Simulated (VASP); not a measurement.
# MgO in VASP: further runs

MgO is run at these levels: PBE, r2SCAN, HSE06; tasks: single point.

Program: VASP 6.6.1. These are calculated values, not measurements. Logs are shortened: lines on timing, memory, paths and dates and some standing lists are left out, and cuts for length are marked.

**1. The cell of the first run**

Symmetry: Imm2, No. 44, orthorhombic system. Conventional cell: a = 3.222 Å, b = 3.232 Å, c = 4.564 Å, α = 90.00°, β = 90.00°, γ = 90.00°. Within 2.6 Å of Mg (site symmetry mm2) lie 4 O at 1.98 Å. O (site symmetry mm2) has 4 Mg at 1.98 Å within 2.6 Å.

**2. Single point, PBE (shear xy strain -0.3%)**

Contents of INCAR:

```
PREC = Accurate ; ENCUT = 520
EDIFF = 1E-6 ; ISMEAR = -1
SIGMA = 0.02 ; LREAL = F
LASPH = T ; NELM = 80
ALGO = Normal ; ISIF = 2
LWAVE = F ; LCHARG = F
GGA = PE ; NBANDS = 11
```

Contents of KPOINTS:

```
regular mesh
0
Gamma
  10 10 10
```

Contents of POSCAR:

```
MgO
1.0
   -0.0035371088      2.2820056624      2.2820056624
    2.2820056624     -0.0035371088      2.2820056624
    2.2784685536      2.2784685536      0.0000000000
Mg O
1 1
Direct
   -0.0002776021     -0.0002776021      0.0002776021
    0.2502776021      0.2502776021      0.2497223979
```

Potentials or basis: VASP PAW PBE potentials, release 64 (Mg, O).

Launch:

```
cat potpaw_PBE.64/Mg/POTCAR potpaw_PBE.64/O/POTCAR > POTCAR
mpirun -np 1 vasp_std > vasp.out
```

OUTCAR:

```text
PREC = Accurate
   ENCUT = 520
   EDIFF = 1E-6
   ISMEAR = -1
   LREAL = F
   LASPH = T
   NELM = 80
   ISIF = 2
   GGA = PE

 ion  position               nearest neighbor table
   1  1.000  1.000  0.000-   2 1.98   2 1.98   2 1.98   2 1.98
   2  0.250  0.250  0.250-   1 1.98   1 1.98   1 1.98   1 1.98

  LATTYP: Found a body centered orthorhombic cell.
 ALAT       =     3.2222411299
 B/A-ratio  =     1.0031048125
 C/A-ratio  =     1.4164089963

  Lattice vectors:

 A1 = (   0.0035371088,  -2.2820056624,  -2.2820056624)
 A2 = (  -0.0035371088,   2.2820056624,  -2.2820056624)
 A3 = (   2.2820056624,  -0.0035371088,   2.2820056624)

Analysis of symmetry for initial positions (statically):
=====================================================================
 Subroutine PRICEL returns:
 Original cell was already a primitive cell.

 Routine SETGRP: Setting up the symmetry group for a
 body centered orthorhombic supercell.

 Subroutine GETGRP returns: Found  4 space group operations
 (whereof  4 operations were pure point group operations)
 out of a pool of  8 trial point group operations.

The static configuration has the point symmetry C_2v.

Analysis of symmetry for dynamics (positions and initial velocities):
=====================================================================
 Subroutine PRICEL returns:
 Original cell was already a primitive cell.

 Routine SETGRP: Setting up the symmetry group for a
 body centered orthorhombic supercell.

 Subroutine GETGRP returns: Found  4 space group operations
 (whereof  4 operations were pure point group operations)
 out of a pool of  8 trial point group operations.

The dynamic configuration has the point symmetry C_2v.

 Subroutine INISYM returns: Found  4 space group operations
 (whereof  4 operations are pure point group operations),
 and found     1 'primitive' translations

----------------------------------------------------------------------------------------

                                     Primitive cell

  volume of cell :      23.7673

  direct lattice vectors                    reciprocal lattice vectors
    -0.003537109  2.282005662  2.282005662    -0.218766416  0.218766416  0.219105504
     2.282005662 -0.003537109  2.282005662     0.218766416 -0.218766416  0.219105504
     2.278468554  2.278468554  0.000000000     0.219445644  0.219445644 -0.219105504

  length of vectors
     3.227245296  3.227245296  3.222241130     0.379110421  0.379110421  0.379894727

  position of ions in fractional coordinates (direct lattice)
     0.999722398  0.999722398  0.000277602
     0.250277602  0.250277602  0.249722398

  ion indices of the primitive-cell ions
   primitive index   ion index
                 1           1
                 2           2

----------------------------------------------------------------------------------------

 KPOINTS: regular mesh

Automatic generation of k-mesh.
 Grid dimensions read from file:
 generate k-points for:   10   10   10

 Generating k-lattice:

  Cartesian coordinates                     Fractional coordinates (reciprocal lattice)
    -0.021876642  0.021876642  0.021910550     0.100000000  0.000000000  0.000000000
     0.021876642 -0.021876642  0.021910550     0.000000000  0.100000000  0.000000000
     0.021944564  0.021944564 -0.021910550     0.000000000  0.000000000  0.100000000

  Length of vectors
     0.037911042  0.037911042  0.037989473

  Shift w.r.t. Gamma in fractional coordinates (k-lattice)
     0.000000000  0.000000000  0.000000000

 Subroutine IBZKPT returns following result:
 ===========================================

 Found    171 irreducible k-points:

 Following reciprocal coordinates:
            Coordinates               Weight
  0.000000  0.000000  0.000000      1.000000
  0.100000  0.000000  0.000000      4.000000
  0.200000  0.000000  0.000000      4.000000
  0.300000  0.000000  0.000000      4.000000
  0.400000  0.000000  0.000000      4.000000
  0.500000  0.000000  0.000000      2.000000
[... 16 lines left out ...]
  0.300000  0.300000  0.000000      2.000000
  0.400000  0.300000  0.000000      4.000000
 [... further k-points ...]
   k-points           NKPTS =    171   k-points in BZ     NKDIM =    171   number of bands    NBANDS=     11
   number of dos      NEDOS =    301   number of ions     NIONS =      2
   total plane-waves  NPLWV =  13824
   dimension x,y,z NGX =    24 NGY =   24 NGZ =   24
   dimension x,y,z NGXF=    48 NGYF=   48 NGZF=   48
   ions per type =               1   1
   NGX,Y,Z   is equivalent  to a cutoff of  12.36, 12.36, 12.38 a.u.
   NGXF,Y,Z  is equivalent  to a cutoff of  24.73, 24.73, 24.76 a.u.
 SYSTEM =  unknown system
   PREC   = accura    normal or accurate (medium, high low for compatibility)
   ISTART =      0    job   : 0-new  1-cont  2-samecut
   ICHARG =      2    charge: 1-file 2-atom 10-const
   ISPIN  =      1    spin polarized calculation?
   LNONCOLLINEAR =      F non collinear calculations
   LSORBIT =      F    spin-orbit coupling
   LASPH  =      T    aspherical Exc in radial PAW
   ENCUT  =  520.0 eV  38.22 Ry    6.18 a.u.   6.00  6.00  5.99*2*pi/ulx,y,z
   NELM   =     80;   NELMIN=  2; NELMDL= -5     # of ELM steps
   EDIFF  = 0.1E-05   stopping-criterion for ELM
   LREAL  =      F    real-space projection
   EDIFFG = 0.1E-04   stopping-criterion for IOM
   NSW    =      0    number of steps for IOM
   IBRION =     -1    ionic relax: 0-MD 1-quasi-New 2-CG
   NFREE  =      0    steps in history (QN), initial steepest desc. (CG)
   ISIF   =      2    stress and relaxation
   ISYM   =      2    0-nonsym 1-usesym 2-fastsym
   POTIM  = 0.5000    time-step for ionic-motion
   TEBEG  =    0.0;   TEEND  =   0.0 temperature during run
   PSTRESS=    0.0 pullay stress
   NELECT =       8.0000    total number of electrons
   NUPDOWN=      -1.0000    fix difference up-down
   EMIN   =  10.00;   EMAX   =-10.00  energy-range for DOS
   EFERMI =   0.00;   METHOD = LEGACY
   ISMEAR =    -1;   SIGMA  =   0.02  broadening in eV -4-tet -1-fermi 0-gaus
   EFERMI_NEDOS =   21; number of points for ismear=-14 and -15
   IALGO  =     38    algorithm
   IMIX   =      4    mixing-type and parameters
     AMIX     =   0.40;   BMIX     =  1.00
     AMIX_MAG =   1.60;   BMIX_MAG =  1.00
  volume/ion in A,a.u.               =      11.88        80.19
  Fermi-wavevector in a.u.,A,eV,Ry     =   1.138794  2.152008 17.644736  1.296852
  Thomas-Fermi vector in A             =   2.275498
   LORBIT       =      0    0 simple, 1 ext, 2 COOP (PROOUT), +10 PAW based schemes
   GGA     = PE    functional components
   LHFCALC =     F    Hartree Fock is set to
   AEXX    =    0.0000 exact exchange contribution
   IVDW    =     0    specifies the selected vdW correction
   LEPSILON=     F    determine dielectric tensor
   LRPA    =     F    only Hartree local field effects (RPA)
 non-spin polarized calculation
  energy-cutoff  :      520.00
  volume of cell :       23.77
 maximum number of plane-waves:       654
   NGX = 13   NGY = 13   NGZ = 11

 number of electron       8.0000007 magnetization

 Free energy of the ion-electron system (eV)
  ---------------------------------------------------
  ext. energy  EPLUGINS =         0.00000000
  ---------------------------------------------------
  free energy    TOTEN  =       -11.69326785 eV

  energy without entropy =      -11.69326785  energy(sigma->0) =      -11.69326785

 E-fermi :   1.3359     XC(G=0):  -9.7204

 val. band max:        0.7961893934   @ k =   0.0000   0.0000   0.0000
 cond. band min:       4.4293237866   @ k =   0.0000   0.0000   0.0000
 fundamental gap:      3.6331343931
 Fermi energy:         1.3359493973

 k-point     1 :       0.0000    0.0000    0.0000
  band No.  band energies     occupation
      1     -15.1125      2.00000
      2       0.7794      2.00000
      3       0.7878      2.00000
      4       0.7962      2.00000
      5       4.4293      0.00000
      6      17.5605      0.00000
      7      17.6032      0.00000
      8      17.6458      0.00000
      9      21.1035      0.00000
     10      21.1086      0.00000
     11      21.1793      0.00000

 k-point     2 :       0.1000    0.0000    0.0000
  band No.  band energies     occupation
      1     -15.0532      2.00000
      2       0.3088      2.00000
      3       0.7672      2.00000
      4       0.7780      2.00000
      5       4.9861      0.00000
      6      16.6786      0.00000
      7      17.5766      0.00000
      8      17.6293      0.00000
      9      19.7101      0.00000
     10      19.7306      0.00000
     11      20.6620      0.00000

 k-point     3 :       0.2000    0.0000    0.0000
  band No.  band energies     occupation
      1     -14.8943      2.00000
      2      -0.6044      2.00000
      3       0.7214      2.00000
      4       0.7310      2.00000
      5       6.1456      0.00000
      6      14.9031      0.00000
      7      17.0335      0.00000
      8      17.0717      0.00000
      9      19.5917      0.00000
     10      19.6323      0.00000
     11      20.1691      0.00000

 k-point     4 :       0.3000    0.0000    0.0000
  band No.  band energies     occupation
      1     -14.6887      2.00000
      2      -1.4592      2.00000
      3       0.6659      2.00000
      4       0.6742      2.00000
      5       7.4192      0.00000
      6      13.1021      0.00000
      7      16.1923      0.00000
      8      16.2265      0.00000
      9      20.0634      0.00000
     10      20.5583      0.00000
     11      20.6073      0.00000

 k-point     5 :       0.4000    0.0000    0.0000
  band No.  band energies     occupation
      1     -14.5143      2.00000
      2      -2.0461      2.00000
      3       0.6221      2.00000
      4       0.6293      2.00000
      5       8.6561      0.00000
      6      11.5161      0.00000
      7      15.6100      0.00000
      8      15.6445      0.00000
      9      20.2840      0.00000
     10      21.8312      0.00000
     11      21.8825      0.00000
[... 211 lines left out ...]
 k-point    21 :      -0.3000    0.2000    0.0000
  band No.  band energies     occupation
      1     -14.4596      2.00000
      2      -1.6236      2.00000
      3      -0.1683      2.00000
      4       0.6056      2.00000
      5       8.8447      0.00000
      6      11.8378      0.00000
      7      14.2474      0.00000
      8      16.0595      0.00000
      9      20.5841      0.00000
     10      21.4289      0.00000
     11      23.7044      0.00000

 k-point    22 :      -0.2000    0.2000    0.0000
  band No.  band energies     occupation
      1     -14.6217      2.00000
      2      -1.3101      2.00000
      3       0.0916      2.00000
      4       0.7073      2.00000
      5       7.8354      0.00000
      6      13.2368      0.00000
      7      14.5171      0.00000
      8      16.4059      0.00000
      9      19.3971      0.00000
     10      21.5313      0.00000
     11      23.4546      0.00000

 k-point    23 :       0.3000    0.3000    0.0000
  band No.  band energies     occupation
      1     -14.5555      2.00000
      2      -1.2478      2.00000
      3       0.2787      2.00000
      4       0.3019      2.00000
      5       7.3929      0.00000
      6      12.8714      0.00000
      7      15.0336      0.00000
      8      17.2229      0.00000
      9      17.2837      0.00000
     10      23.6470      0.00000
     11      24.0028      0.00000

 k-point    24 :       0.4000    0.3000    0.0000
  band No.  band energies     occupation
      1     -14.4219      2.00000
      2      -1.4850      2.00000
      3       0.0841      2.00000
      4       0.2304      2.00000
      5       7.6462      0.00000
      6      12.4519      0.00000
      7      14.6493      0.00000
      8      17.1698      0.00000
      9      17.5235      0.00000
     10      23.9827      0.00000
     11      24.3695      0.00000

 [... further k-points ...]

------------------------ aborting loop because EDIFF is reached ----------------------------------------

  FORCE on cell =-STRESS in cart. coord.  units (eV):
  Direction    XX          YY          ZZ          XY          YZ          ZX
  --------------------------------------------------------------------------------------
  -------------------------------------------------------------------------------------
  Total        0.5143214      0.5143214      0.5141316      0.0391933      0.0000000      0.0000000
  in kB       34.6709742     34.6709742     34.6581808      2.6420608      0.0000000      0.0000000
  external PRESSURE =      34.6667097 kB  Pullay stress =       0.0000000 kB

 VOLUME and BASIS-vectors are now :
 -----------------------------------------------------------------------------
  energy-cutoff  :      520.00
  volume of cell :       23.77
      direct lattice vectors                 reciprocal lattice vectors
    -0.003537109  2.282005662  2.282005662    -0.218766416  0.218766416  0.219105504
     2.282005662 -0.003537109  2.282005662     0.218766416 -0.218766416  0.219105504
     2.278468554  2.278468554  0.000000000     0.219445644  0.219445644 -0.219105504

 POSITION                                       TOTAL-FORCE (eV/Angst)
 -----------------------------------------------------------------------------------
      2.27847      2.27847      4.56274        -0.000000     -0.000000     -0.001603
      1.13923      1.13923      1.14227         0.000000      0.000000      0.001603
 -----------------------------------------------------------------------------------
    total drift:                               -0.000001     -0.000001     -0.000109

  FREE ENERGIE OF THE ION-ELECTRON SYSTEM (eV)
  ---------------------------------------------------
  free  energy   TOTEN  =       -11.6932678505 eV

  energy  without entropy=      -11.6932678505  energy(sigma->0) =      -11.69326785
```

Run time: 36 s. Hardware: 1 thread of Intel Xeon Platinum 8375C at 2.90GHz (Ice Lake), shared host; peak memory 0.17 GiB.

Results:

```yaml
Free_energy: -11.6933 eV
Pressure: 3.5 GPa
Band_gap_on_the_k_mesh: 3.63 eV
```

Stress tensor (GPa, compression positive):
```
3.47 0.26 0.00
0.26 3.47 0.00
0.00 0.00 3.47
```

Levels at points of the mesh, in eV from the valence-band top:
| k point | band 2 | band 3 | band 4 | band 5 | band 6 | band 7 |
| --- | --- | --- | --- | --- | --- | --- |
| (0.00, 0.00, 0.00) | -0.02 | -0.01 | 0.00 | 3.63 | 16.76 | 16.81 |
| (0.50, 0.00, 0.00) | -3.05 | -0.19 | -0.18 | 8.78 | 9.67 | 14.61 |
| (0.50, 0.50, 0.00) | -2.52 | -0.76 | -0.73 | 6.25 | 11.55 | 14.11 |
| (0.00, 0.00, 0.50) | -3.04 | -0.20 | -0.19 | 8.78 | 9.69 | 14.58 |
| (0.50, 0.00, 0.50) | -2.52 | -0.75 | -0.75 | 6.25 | 11.55 | 14.11 |

Caveat: the cell differs from its parent crystal (shear xy strain -0.3%); the cell stands under pressure.

**3. Single point, r2SCAN (shear xy strain -0.3%)**

POSCAR is that of step 2.

Contents of INCAR.step1:

```
PREC = Accurate ; ENCUT = 520
ISMEAR = 0 ; SIGMA = 0.01
LREAL = False ; LASPH = True
NELM = 80 ; NBANDS = 11
GGA = PE ; ALGO = Normal
EDIFF = 1E-4 ; LWAVE = True
LCHARG = False
```

Contents of INCAR.step2:

```
PREC = Accurate ; ENCUT = 520
EDIFF = 1E-6 ; ISMEAR = 0
SIGMA = 0.01 ; LREAL = False
LASPH = True ; NELM = 80
ALGO = Normal ; ISIF = 2
LWAVE = False ; LCHARG = True
METAGGA = R2SCAN ; LMIXTAU = True
LELF = True ; LVHAR = True
NBANDS = 11 ; ISTART = 1
```

Contents of KPOINTS:

```
Automatic mesh
0
Gamma
  10 10 10
```

Potentials or basis: VASP PAW PBE potentials, release 64 (Mg, O).

Launch:

```
cat potpaw_PBE.64/Mg/POTCAR potpaw_PBE.64/O/POTCAR > POTCAR
cp INCAR.step1 INCAR
mpirun -np 1 vasp_std > vasp.out
cp INCAR.step2 INCAR
mpirun -np 1 vasp_std > vasp.out
```

It took 1.7 min on 1 thread of Intel Xeon Platinum 8375C at 2.90GHz (Ice Lake), shared host; peak memory 0.18 GiB.

Results (log left out):

* Free energy: -15.8538 eV
* Pressure: -0.5 GPa
* Band gap on the k mesh: 4.31 eV

Stress tensor (GPa, compression positive):
```
-0.54  0.28  0.00
 0.28 -0.54  0.00
 0.00  0.00 -0.54
```

Levels at points of the mesh, in eV from the valence-band top:
| k point | band 2 | band 3 | band 4 | band 5 | band 6 | band 7 |
| --- | --- | --- | --- | --- | --- | --- |
| (0.00, 0.00, 0.00) | -0.02 | -0.01 | 0.00 | 4.31 | 17.86 | 17.91 |
| (0.50, 0.00, 0.00) | -3.03 | -0.19 | -0.19 | 9.62 | 10.52 | 15.53 |
| (0.50, 0.50, 0.00) | -2.51 | -0.77 | -0.74 | 6.94 | 12.47 | 15.31 |
| (0.00, 0.00, 0.50) | -3.02 | -0.20 | -0.19 | 9.62 | 10.53 | 15.50 |
| (0.50, 0.00, 0.50) | -2.51 | -0.76 | -0.76 | 6.94 | 12.47 | 15.31 |

Caveat: the cell differs from its parent crystal (shear xy strain -0.3%); the PAW data sets were made with another functional, which shifts forces and pressure a little.

**4. Single point, HSE06 (strain +3.4%)**

Contents of POSCAR:

```
MgO
1.0
    0.0000000000      2.3584528521      2.3584528521
    2.3584528521      0.0000000000      2.3584528521
    2.3584528521      2.3584528521      0.0000000000
Mg O
1 1
Direct
    0.0000000000      0.0000000000      0.0000000000
    0.2500000000      0.2500000000      0.2500000000
```

Contents of INCAR.step1:

```
SYSTEM = MgO
ALGO = Normal
EDIFF = 1E-5
ENCUT = 520
GGA = PE
ISIF = 2
ISMEAR = 0
LASPH = .TRUE.
LREAL = .FALSE.
LWAVE = .TRUE.
NBANDS = 11
NELM = 80
PREC = Accurate
SIGMA = 0.01
```

Contents of INCAR.step2:

```
SYSTEM = MgO
ALGO = Normal
EDIFF = 1E-6
ENCUT = 520
GGA = PE
HFSCREEN = 0.2079
ISIF = 2
ISMEAR = 0
ISTART = 1
LASPH = .TRUE.
LCHARG = .TRUE.
LELF = .TRUE.
LHFCALC = .TRUE.
LREAL = .FALSE.
LVHAR = .TRUE.
LWAVE = .FALSE.
NBANDS = 11
NELM = 80
PREC = Accurate
PRECFOCK = Normal
SIGMA = 0.01
```

Contents of KPOINTS:

```
k-points
0
G
  6 6 6
  0 0 0
```

Launch:

```
cat potpaw_PBE.64/Mg/POTCAR potpaw_PBE.64/O/POTCAR > POTCAR
cp INCAR.step1 INCAR
mpirun -np 1 vasp_std > vasp.out
cp INCAR.step2 INCAR
mpirun -np 1 vasp_std > vasp.out
```

It took 12 min on 1 thread of Intel Xeon Platinum 8375C at 2.90GHz (Ice Lake), shared host; peak memory 0.27 GiB.

The run converged. Its results:

* Free energy: -13.8548 eV
* Pressure: -10.4 GPa
* Band gap on the k mesh: 4.64 eV

Levels at points of the mesh, in eV from the valence-band top:
| k point | band 1 | band 2 | band 3 | band 4 | band 5 | band 6 | band 7 | band 8 | band 9 |
| --- | --- | --- | --- | --- | --- | --- | --- | --- | --- |
| (0.00, 0.00, 0.00) | -17.11 | 0.00 | 0.00 | 0.00 | 4.64 | 17.67 | 17.67 | 17.67 | 21.32 |
| (0.50, 0.00, 0.00) | -16.54 | -2.95 | -0.21 | -0.21 | 9.83 | 10.81 | 15.72 | 15.72 | 20.34 |
| (0.50, 0.50, 0.00) | -16.37 | -2.46 | -0.76 | -0.76 | 7.60 | 12.84 | 14.82 | 17.64 | 17.64 |

Caveat: the cell differs from its parent crystal (strain +3.4%); the cell stands under tension; the PAW data sets were made with another functional, which shifts forces and pressure a little.

(Part 1 of 2 ends here.)
